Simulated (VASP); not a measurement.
Write the native input for VASP 6.6.1 that does the following.

```yaml
Task: single point
Functional: r2SCAN
Potentials_or_basis: VASP PAW PBE potentials, release 64 (Rb_sv, Br)
Cutoff: 520 eV
k_mesh: 6 × 6 × 6
Occupations: gaussian, width 0.01 eV
Spin: no spin polarisation
Dipole_correction: no
Further_INCAR_settings: ALGO = Normal; EDIFF = 1e-06; NBANDS = 15
```

The system is RbBr.

```
CELL_PARAMETERS angstrom
3.92318 0.00000 0.00000
0.00000 3.92318 0.00000
0.00000 0.00000 4.23030
ATOMIC_POSITIONS crystal
Rb 0.00000 0.00000 0.00000
Br 0.50000 0.50000 0.50000
```

This cell differs from its parent crystal: epitaxial xy strain -5.0%.

One way to write it, as run:

POSCAR

```
RbBr
1.0
    3.9231814902      0.0000000000      0.0000000000
    0.0000000000      3.9231814902      0.0000000000
    0.0000000000      0.0000000000      4.2302992332
Rb Br
1 1
Direct
    0.0000000000      0.0000000000      0.0000000000
    0.5000000000      0.5000000000      0.5000000000
```

INCAR.step1

```
SYSTEM = RbBr
PREC = Accurate
ENCUT = 520
ISMEAR = 0
SIGMA = 0.01
LREAL = .FALSE.
LASPH = .TRUE.
NELM = 100
NBANDS = 15
GGA = PE
ALGO = Normal
EDIFF = 1E-4
LWAVE = .TRUE.
LCHARG = .FALSE.
```

INCAR.step2

```
SYSTEM = RbBr
PREC = Accurate
ENCUT = 520
EDIFF = 1E-6
ISMEAR = 0
SIGMA = 0.01
LREAL = .FALSE.
LASPH = .TRUE.
NELM = 100
ALGO = Normal
ISIF = 2
LWAVE = .FALSE.
LCHARG = .FALSE.
METAGGA = R2SCAN
LMIXTAU = .TRUE.
NBANDS = 15
ISTART = 1
```

KPOINTS

```
regular mesh
0
G
  6 6 6
  0 0 0
```

Potentials or basis: VASP PAW PBE potentials, release 64 (Rb_sv, Br).

Run with:

```bash
$ cat potpaw_PBE.64/Rb_sv/POTCAR potpaw_PBE.64/Br/POTCAR > POTCAR
$ cp INCAR.step1 INCAR
$ mpirun -np 1 vasp_std > vasp.out
$ cp INCAR.step2 INCAR
$ mpirun -np 1 vasp_std > vasp.out
```

It gave:

| Item | Value |
| --- | --- |
| Pressure | 1.6 GPa |
| Band gap on the k mesh | 4.89 eV, indirect (least direct gap 5.04 eV) |

Caveat: the cell differs from its parent crystal (epitaxial xy strain -5.0%); the PAW data sets were made with another functional, which shifts forces and pressure a little.

Wall time 76 s on 1 thread of Intel(R) Xeon(R) Platinum 8488C (Sapphire Rapids), on a shared host, peak memory 0.19 GiB.
